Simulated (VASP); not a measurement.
Write the native input for VASP 6.6.1 that does the following.

```yaml
Task: single point
Functional: PBEsol
Potentials_or_basis: VASP PAW PBE potentials, release 64 (In_d, As)
Cutoff: 520 eV
k_mesh: 6 × 6 × 6
Occupations: fermi-dirac, width 0.05 eV
Spin: no spin polarisation
Dipole_correction: no
Further_INCAR_settings: ALGO = Fast; EDIFF = 1e-06; NBANDS = 30
```

The structure of In3As lies in POSCAR:

```
In3As
1.0
    4.6403264915      0.0000000000      0.0000000000
    0.0000000000      4.6403264915      0.0000000000
    0.0000000000      0.0000000000      4.6403264915
In As
3 1
Direct
    0.5000000000      0.5000000000      0.0000000000
    0.5000000000      0.0000000000      0.5000000000
    0.0000000000      0.5000000000      0.5000000000
    0.0000000000      0.0000000000      0.0000000000
```

This cell differs from its parent crystal: volume scaled by 0.98.

These files were run (other wordings do the same):

INCAR

```
SYSTEM = In3As
  PREC = Accurate
  ENCUT = 520
  EDIFF = 1E-6
  ISMEAR = -1
  SIGMA = 0.05
  LREAL = .False.
  LASPH = .True.
  NELM = 80
  ALGO = Fast
  ISIF = 2
  LWAVE = .False.
  LCHARG = .True.
  GGA = PS
  LELF = .True.
  LVHAR = .True.
  NBANDS = 30
```

KPOINTS

```
regular mesh
0
Gamma
  6 6 6
  0 0 0
```

Potentials or basis: VASP PAW PBE potentials, release 64 (In_d, As).

The run is started by

```sh
$ cat potpaw_PBE.64/In_d/POTCAR potpaw_PBE.64/As/POTCAR > POTCAR
$ mpirun -np 1 vasp_std > vasp.out
```

Results of the run:

- Pressure: -1.6 GPa
- Band gap on the k mesh: zero (band 22 reaches 7.21 eV, above the bottom of band 23 at 3.23 eV)

Caveat: the PAW data sets were made with another functional, which shifts forces and pressure a little; spin-orbit coupling is left out, which moves the levels of the heavy elements.

Wall time 26 s on 1 thread of Intel(R) Xeon(R) 6975P-C (Granite Rapids), with other jobs on the host, peak memory 0.22 GiB.
